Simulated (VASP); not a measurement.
# ZnO (P6_3mc) in VASP: a series of runs

The runs below take ZnO through single point, with r2SCAN.

Everything below comes from runs of VASP 6.6.1. Logs are shortened: lines on timing, memory, paths and dates and some standing lists are left out, and cuts for length are marked.

**1. The cell of the first run**

It takes space group P6_3mc (No. 186, hexagonal). Conventional cell: a = 3.041 Å, b = 3.041 Å, c = 5.509 Å, α = 90.00°, β = 90.00°, γ = 120.00°. Zn (site symmetry 3m) has 4 O at 1.93 to 1.94 Å within 2.6 Å. O (site symmetry 3m) has 4 Zn at 1.93 to 1.94 Å within 2.6 Å.

**2. Single point, r2SCAN**

POSCAR reads:

```
ZnO
1.0
    3.0407770624      0.0000000000      0.0000000000
   -1.5203885312      2.6333901833      0.0000000000
    0.0000000000      0.0000000000      5.5086383885
Zn O
2 2
Direct
    0.6666666667      0.3333333333      0.5150759457
    0.3333333333      0.6666666667      0.0150759457
    0.6666666667      0.3333333333      0.8652340543
    0.3333333333      0.6666666667      0.3652340543
```

INCAR.step1 reads:

```
SYSTEM = ZnO
  PREC = Accurate
  ENCUT = 520
  ISMEAR = 0
  SIGMA = 0.02
  LREAL = .FALSE.
  LASPH = .TRUE.
  NELM = 80
  NBANDS = 26
  GGA = PE
  ALGO = Normal
  EDIFF = 1E-4
  LWAVE = .TRUE.
  LCHARG = .FALSE.
```

INCAR.step2 reads:

```
SYSTEM = ZnO
  PREC = Accurate
  ENCUT = 520
  EDIFF = 1E-6
  ISMEAR = 0
  SIGMA = 0.02
  LREAL = .FALSE.
  LASPH = .TRUE.
  NELM = 80
  ALGO = Normal
  ISIF = 2
  LWAVE = .FALSE.
  LCHARG = .FALSE.
  METAGGA = R2SCAN
  LMIXTAU = .TRUE.
  NBANDS = 26
  ISTART = 1
```

KPOINTS reads:

```
Automatic mesh
0
G
  12 12 6
  0 0 0
```

Potentials or basis: VASP PAW PBE potentials, release 64 (Zn, O).

Launch:

```bash
cat potpaw_PBE.64/Zn/POTCAR potpaw_PBE.64/O/POTCAR > POTCAR
cp INCAR.step1 INCAR
mpirun -np 1 vasp_std > vasp.out
cp INCAR.step2 INCAR
mpirun -np 1 vasp_std > vasp.out
```

OUTCAR:

```text
SYSTEM = ZnO
   PREC = Accurate
   ENCUT = 520
   EDIFF = 1E-6
   ISMEAR = 0
   LREAL = .FALSE.
   LASPH = .TRUE.
   NELM = 80
   ISIF = 2
   METAGGA = R2SCAN
   ISTART = 1

 ion  position               nearest neighbor table
   1  0.667  0.333  0.515-   3 1.93   4 1.94   4 1.94   4 1.94
   2  0.333  0.667  0.015-   4 1.93   3 1.94   3 1.94   3 1.94
   3  0.667  0.333  0.865-   1 1.93   2 1.94   2 1.94   2 1.94
   4  0.333  0.667  0.365-   2 1.93   1 1.94   1 1.94   1 1.94

  LATTYP: Found a hexagonal cell.
 ALAT       =     3.0407770624
 C/A-ratio  =     1.8115890364

  Lattice vectors:

 A1 = (   3.0407770624,   0.0000000000,   0.0000000000)
 A2 = (  -1.5203885312,   2.6333901833,   0.0000000000)
 A3 = (   0.0000000000,   0.0000000000,   5.5086383885)

Analysis of symmetry for initial positions (statically):
=====================================================================
 Subroutine PRICEL returns:
 Original cell was already a primitive cell.

 Routine SETGRP: Setting up the symmetry group for a
 hexagonal supercell.

 Subroutine GETGRP returns: Found 12 space group operations
 (whereof  6 operations were pure point group operations)
 out of a pool of 24 trial point group operations.

The static configuration has the point symmetry C_3v.
 The point group associated with its full space group is C_6v.

Analysis of symmetry for dynamics (positions and initial velocities):
=====================================================================
 Subroutine PRICEL returns:
 Original cell was already a primitive cell.

 Routine SETGRP: Setting up the symmetry group for a
 hexagonal supercell.

 Subroutine GETGRP returns: Found 12 space group operations
 (whereof  6 operations were pure point group operations)
 out of a pool of 24 trial point group operations.

The dynamic configuration has the point symmetry C_3v.
 The point group associated with its full space group is C_6v.

 Subroutine INISYM returns: Found 12 space group operations
 (whereof  6 operations are pure point group operations),
 and found     1 'primitive' translations

----------------------------------------------------------------------------------------

                                     Primitive cell

  volume of cell :      44.1107

  direct lattice vectors                    reciprocal lattice vectors
     3.040777062  0.000000000  0.000000000     0.328863307  0.189869319  0.000000000
    -1.520388531  2.633390183  0.000000000     0.000000000  0.379738637  0.000000000
     0.000000000  0.000000000  5.508638388     0.000000000  0.000000000  0.181533063

  length of vectors
     3.040777062  3.040777062  5.508638388     0.379738637  0.379738637  0.181533063

  position of ions in fractional coordinates (direct lattice)
     0.666666667  0.333333333  0.515075946
     0.333333333  0.666666667  0.015075946
     0.666666667  0.333333333  0.865234054
     0.333333333  0.666666667  0.365234054

  ion indices of the primitive-cell ions
   primitive index   ion index
                 1           1
                 2           2
                 3           3
                 4           4

----------------------------------------------------------------------------------------

 KPOINTS: Automatic mesh

Automatic generation of k-mesh.
 Grid dimensions read from file:
 generate k-points for:   12   12    6

 Generating k-lattice:

  Cartesian coordinates                     Fractional coordinates (reciprocal lattice)
     0.027405276  0.015822443  0.000000000     0.083333333  0.000000000  0.000000000
     0.000000000  0.031644886  0.000000000     0.000000000  0.083333333  0.000000000
     0.000000000  0.000000000  0.030255511     0.000000000  0.000000000  0.166666667

  Length of vectors
     0.031644886  0.031644886  0.030255511

  Shift w.r.t. Gamma in fractional coordinates (k-lattice)
     0.000000000  0.000000000  0.000000000

 Subroutine IBZKPT returns following result:
 ===========================================

 Found     76 irreducible k-points:

 Following reciprocal coordinates:
            Coordinates               Weight
  0.000000  0.000000  0.000000      1.000000
  0.083333  0.000000  0.000000      6.000000
  0.166667 -0.000000  0.000000      6.000000
  0.250000 -0.000000  0.000000      6.000000
  0.333333 -0.000000  0.000000      6.000000
  0.416667 -0.000000  0.000000      6.000000
[... 16 lines left out ...]
  0.250000 -0.000000  0.166667     12.000000
  0.333333 -0.000000  0.166667     12.000000
 [... further k-points ...]
   k-points           NKPTS =     76   k-points in BZ     NKDIM =     76   number of bands    NBANDS=     26
   number of dos      NEDOS =    301   number of ions     NIONS =      4
   total plane-waves  NPLWV =  24192
   dimension x,y,z NGX =    24 NGY =   24 NGZ =   42
   dimension x,y,z NGXF=    48 NGYF=   48 NGZF=   84
   ions per type =               2   2
   NGX,Y,Z   is equivalent  to a cutoff of  13.12, 13.12, 12.68 a.u.
   NGXF,Y,Z  is equivalent  to a cutoff of  26.24, 26.24, 25.35 a.u.
 SYSTEM =  ZnO
   PREC   = accura    normal or accurate (medium, high low for compatibility)
   ISTART =      1    job   : 0-new  1-cont  2-samecut
   ICHARG =      0    charge: 1-file 2-atom 10-const
   ISPIN  =      1    spin polarized calculation?
   LNONCOLLINEAR =      F non collinear calculations
   LSORBIT =      F    spin-orbit coupling
   LASPH  =      T    aspherical Exc in radial PAW
   ENCUT  =  520.0 eV  38.22 Ry    6.18 a.u.   5.65  5.65 10.24*2*pi/ulx,y,z
   NELM   =     80;   NELMIN=  2; NELMDL=  0     # of ELM steps
   EDIFF  = 0.1E-05   stopping-criterion for ELM
   LREAL  =      F    real-space projection
   EDIFFG = 0.1E-04   stopping-criterion for IOM
   NSW    =      0    number of steps for IOM
   IBRION =     -1    ionic relax: 0-MD 1-quasi-New 2-CG
   NFREE  =      0    steps in history (QN), initial steepest desc. (CG)
   ISIF   =      2    stress and relaxation
   ISYM   =      2    0-nonsym 1-usesym 2-fastsym
   POTIM  = 0.5000    time-step for ionic-motion
   TEBEG  =    0.0;   TEEND  =   0.0 temperature during run
   PSTRESS=    0.0 pullay stress
   NELECT =      36.0000    total number of electrons
   NUPDOWN=      -1.0000    fix difference up-down
   EMIN   =  10.00;   EMAX   =-10.00  energy-range for DOS
   EFERMI =   0.00;   METHOD = LEGACY
   ISMEAR =     0;   SIGMA  =   0.02  broadening in eV -4-tet -1-fermi 0-gaus
   EFERMI_NEDOS =   21; number of points for ismear=-14 and -15
   IALGO  =     38    algorithm
   IMIX   =      4    mixing-type and parameters
     AMIX     =   0.40;   BMIX     =  1.00
     AMIX_MAG =   1.60;   BMIX_MAG =  1.00
  volume/ion in A,a.u.               =      11.03        74.42
  Fermi-wavevector in a.u.,A,eV,Ry     =   1.529893  2.891078 31.845412  2.340572
  Thomas-Fermi vector in A             =   2.637451
   LORBIT       =      0    0 simple, 1 ext, 2 COOP (PROOUT), +10 PAW based schemes
   METAGGA = R2SCAN    functional components
   LHFCALC =     F    Hartree Fock is set to
   AEXX    =    0.0000 exact exchange contribution
   IVDW    =     0    specifies the selected vdW correction
   LEPSILON=     F    determine dielectric tensor
   LRPA    =     F    only Hartree local field effects (RPA)
 non-spin polarized calculation
 Gauss-broadening in eV      SIGMA  =   0.02
  energy-cutoff  :      520.00
  volume of cell :       44.11
 maximum number of plane-waves:      1220
 NGX is ok and might be reduce to    24
   NGX = 11   NGY = 11   NGZ = 21

 number of electron      36.0000028 magnetization

 Free energy of the ion-electron system (eV)
  ---------------------------------------------------
  ext. energy  EPLUGINS =         0.00000000
  ---------------------------------------------------
  free energy    TOTEN  =       -36.04712545 eV

  energy without entropy =      -36.04712545  energy(sigma->0) =      -36.04712545

 E-fermi :   1.7599     XC(G=0): -12.1362

 val. band max:        1.5886170538   @ k =   0.0000   0.0000   0.0000
 cond. band min:       2.7088473495   @ k =   0.0000   0.0000   0.0000
 fundamental gap:      1.1202302957
 Fermi energy:         1.7599359989

 k-point     1 :       0.0000    0.0000    0.0000
  band No.  band energies     occupation
      1     -18.1037      2.00000
      2     -17.4482      2.00000
      3      -5.2103      2.00000
      4      -4.9536      2.00000
      5      -4.5127      2.00000
      6      -4.5126      2.00000
[... 18 lines left out ...]
     25      18.2823      0.00000
     26      18.2825      0.00000

 k-point     2 :       0.0833    0.0000    0.0000
  band No.  band energies     occupation
      1     -18.0554      2.00000
      2     -17.4198      2.00000
      3      -5.1201      2.00000
      4      -4.9217      2.00000
      5      -4.5671      2.00000
      6      -4.4948      2.00000
[... 18 lines left out ...]
     25      17.4823      0.00000
     26      18.2639      0.00000

 k-point     3 :       0.1667   -0.0000    0.0000
  band No.  band energies     occupation
      1     -17.9199      2.00000
      2     -17.3419      2.00000
      3      -4.9271      2.00000
      4      -4.8411      2.00000
      5      -4.6406      2.00000
      6      -4.4518      2.00000
[... 18 lines left out ...]
     25      16.9520      0.00000
     26      17.5337      0.00000

 k-point     4 :       0.2500   -0.0000    0.0000
  band No.  band energies     occupation
      1     -17.7241      2.00000
      2     -17.2379      2.00000
      3      -4.9839      2.00000
      4      -4.7356      2.00000
      5      -4.4459      2.00000
      6      -4.4091      2.00000
[... 18 lines left out ...]
     25      16.6281      0.00000
     26      16.8208      0.00000
[... 496 lines left out ...]
      1     -17.8831      2.00000
      2     -17.3828      2.00000
      3      -4.9959      2.00000
      4      -4.9156      2.00000
      5      -4.5973      2.00000
      6      -4.4321      2.00000
[... 18 lines left out ...]
     25      16.9714      0.00000
     26      17.8162      0.00000

 k-point    23 :       0.2500   -0.0000    0.1667
  band No.  band energies     occupation
      1     -17.6926      2.00000
      2     -17.2715      2.00000
      3      -5.0284      2.00000
      4      -4.8077      2.00000
      5      -4.4885      2.00000
      6      -4.3837      2.00000
[... 18 lines left out ...]
     25      16.6831      0.00000
     26      17.2548      0.00000

 k-point    24 :       0.3333   -0.0000    0.1667
  band No.  band energies     occupation
      1     -17.4866      2.00000
      2     -17.1651      2.00000
      3      -5.1042      2.00000
      4      -4.7908      2.00000
      5      -4.3547      2.00000
      6      -4.3110      2.00000
[... 18 lines left out ...]
     25      16.1893      0.00000
     26      17.3159      0.00000

 [... further k-points ...]

------------------------ aborting loop because EDIFF is reached ----------------------------------------

  FORCE on cell =-STRESS in cart. coord.  units (eV):
  Direction    XX          YY          ZZ          XY          YZ          ZX
  --------------------------------------------------------------------------------------
  -------------------------------------------------------------------------------------
  Total        4.3690778      4.3690778      0.4015316      0.0000000      0.0000000      0.0000000
  in kB      158.6924638    158.6924638     14.5843238      0.0000000      0.0000000      0.0000000
  external PRESSURE =     110.6564171 kB  Pullay stress =       0.0000000 kB

 VOLUME and BASIS-vectors are now :
 -----------------------------------------------------------------------------
  energy-cutoff  :      520.00
  volume of cell :       44.11
      direct lattice vectors                 reciprocal lattice vectors
     3.040777062  0.000000000  0.000000000     0.328863307  0.189869319  0.000000000
    -1.520388531  2.633390183  0.000000000     0.000000000  0.379738637  0.000000000
     0.000000000  0.000000000  5.508638388     0.000000000  0.000000000  0.181533063

 POSITION                                       TOTAL-FORCE (eV/Angst)
 -----------------------------------------------------------------------------------
      1.52039      0.87780      2.83737         0.000000      0.000000      0.009070
     -0.00000      1.75559      0.08305        -0.000000     -0.000000      0.009070
      1.52039      0.87780      4.76626        -0.000000      0.000000     -0.009070
     -0.00000      1.75559      2.01194        -0.000000      0.000000     -0.009070
 -----------------------------------------------------------------------------------
    total drift:                                0.000001      0.000003     -0.101820

  FREE ENERGIE OF THE ION-ELECTRON SYSTEM (eV)
  ---------------------------------------------------
  free  energy   TOTEN  =       -36.0471254515 eV

  energy  without entropy=      -36.0471254515  energy(sigma->0) =      -36.04712545
```

It took 3.7 min on 1 thread of Intel Xeon Platinum 8488C (Sapphire Rapids), shared host; peak memory 0.22 GiB.

Results:

| Quantity | Value |
| --- | --- |
| Free energy | -36.0471 eV |
| Pressure | 11.1 GPa |
| Largest force | 0.009 eV/Å |
| Band gap on the k mesh | 1.12 eV |

Forces on the atoms (eV/Å):
```
Zn   0.000  0.000  0.009
Zn   0.000  0.000  0.009
O    0.000  0.000 -0.009
O    0.000  0.000 -0.009
```

Caveat: the stress differs along the axes, from 1 to 16 GPa; the PAW data sets were made with another functional, which shifts forces and pressure a little.

**3. Single point, r2SCAN (biaxial strain in the a-b plane: -4.0 %)**

POSCAR reads:

```
ZnO
1.0
    3.1054744467      0.0000000000      0.0000000000
   -1.5527372233      2.6894197616      0.0000000000
    0.0000000000      0.0000000000      5.3374070152
Zn O
2 2
Direct
    0.6666666667      0.3333333333      0.5055296292
    0.3333333333      0.6666666667      0.0055296292
    0.6666666667      0.3333333333      0.8747803708
    0.3333333333      0.6666666667      0.3747803708
```

INCAR.step1 reads:

```
SYSTEM = ZnO
ALGO = Normal
EDIFF = 1E-4
ENCUT = 520
GGA = PE
ISMEAR = 0
LASPH = .TRUE.
LCHARG = .FALSE.
LREAL = .FALSE.
LWAVE = .TRUE.
NBANDS = 26
NELM = 100
PREC = Accurate
SIGMA = 0.02
```

INCAR.step2 reads:

```
SYSTEM = ZnO
ALGO = Normal
EDIFF = 1E-6
ENCUT = 520
ISIF = 2
ISMEAR = 0
ISTART = 1
LASPH = .TRUE.
LCHARG = .FALSE.
LMIXTAU = .TRUE.
LREAL = .FALSE.
LWAVE = .FALSE.
METAGGA = R2SCAN
NBANDS = 26
NELM = 100
PREC = Accurate
SIGMA = 0.02
```

KPOINTS reads:

```
k-points
0
G
  12 12 6
  0 0 0
```

Potentials or basis: VASP PAW PBE potentials, release 64 (Zn, O).

Launch:

```bash
cat potpaw_PBE.64/Zn/POTCAR potpaw_PBE.64/O/POTCAR > POTCAR
cp INCAR.step1 INCAR
mpirun -np 1 vasp_std > vasp.out
cp INCAR.step2 INCAR
mpirun -np 1 vasp_std > vasp.out
```

It took 3.1 min on 1 thread of Intel Xeon Platinum 8488C (Sapphire Rapids), shared host; peak memory 0.22 GiB.

Results (log left out):

- Free energy: -36.1658 eV
- Pressure: 11.1 GPa
- Largest force: 0.336 eV/Å
- Band gap on the k mesh: 1.20 eV

Forces on the atoms (eV/Å):
```
Zn   0.000  0.000  0.336
Zn   0.000  0.000  0.336
O    0.000  0.000 -0.336
O    0.000  0.000 -0.336
```

Stress tensor (GPa, compression positive):
```
15.09  0.00  0.00
 0.00 15.09  0.00
 0.00  0.00  3.23
```

Levels at points of the mesh, in eV from the valence-band top:
```tsv
k point	band 14	band 15	band 16	band 17	band 18	band 19	band 20	band 21	band 22	band 23
(0.00, 0.00, 0.00)	-0.82	-0.82	-0.22	0.00	0.00	1.20	6.35	8.43	14.01	14.69
(0.50, 0.00, 0.00)	-3.74	-3.09	-2.37	-1.58	-0.89	6.68	7.49	7.64	10.07	11.18
(0.00, 0.00, 0.50)	-2.52	-0.41	-0.41	-0.41	-0.41	3.97	3.97	10.66	10.66	15.01
(0.50, 0.00, 0.50)	-3.99	-1.79	-1.79	-1.59	-1.59	6.17	6.17	9.53	9.53	12.22
```

Caveat: the cell differs from its parent crystal (biaxial strain in the a-b plane: -4.0 %); the stress differs along the axes, from 3 to 15 GPa; the PAW data sets were made with another functional, which shifts forces and pressure a little.
